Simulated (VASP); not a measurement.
BAs: relaxation of cell and atoms with PBEsol

The system is BAs.

```
B As
1.0
     0.00000    2.38850    2.38850
     2.38850    0.00000    2.38850
     2.38850    2.38850    0.00000
B As
1 1
Direct
  0.00000 0.00000 0.00000
  0.25000 0.25000 0.25000
```

```yaml
Program: VASP 6.6.1
Task: relaxation of cell and atoms
Functional: PBEsol
Potentials_or_basis: VASP PAW PBE potentials, release 64 (B, As)
Cutoff: 600 eV
k_mesh: 10 × 10 × 10
Occupations: fermi-dirac, width 0.02 eV
Spin: no spin polarisation
Dipole_correction: no
Further_INCAR_settings: ALGO = Normal; EDIFF = 1e-06; IBRION = 2; EDIFFG = -0.01; NSW = 80; ISIF = 3
```

The pressure after relaxing is 0.1 GPa and the band gap on the k mesh is 1.08 eV (least direct gap 3.24 eV).

Final structure:
```
B As
1.0
     0.00000    2.38850    2.38850
     2.38850    0.00000    2.38850
     2.38850    2.38850    0.00000
B As
1 1
Direct
  0.00000 0.00000 0.00000
  0.25000 0.25000 0.25000
```

Levels at points of the mesh, in eV from the valence-band top:
| k point | band 2 | band 3 | band 4 | band 5 | band 6 | band 7 |
| --- | --- | --- | --- | --- | --- | --- |
| (0.00, 0.00, 0.00) | 0.00 | 0.00 | 0.00 | 3.24 | 3.24 | 3.24 |
| (0.50, 0.00, 0.00) | -8.83 | -1.83 | -1.83 | 2.65 | 4.73 | 4.73 |
| (0.50, 0.50, 0.00) | -8.53 | -4.11 | -4.11 | 1.31 | 1.34 | 11.34 |

Run time: 5.7 s on 1 thread of Intel(R) Xeon(R) 6975P-C (Granite Rapids), on a shared host, peak memory 0.16 GiB.

Caveat: the relaxation stopped at its first step, so nothing moved; the PAW data sets were made with another functional, which shifts forces and pressure a little. As with any semilocal functional, this PBEsol gap is likely too small.
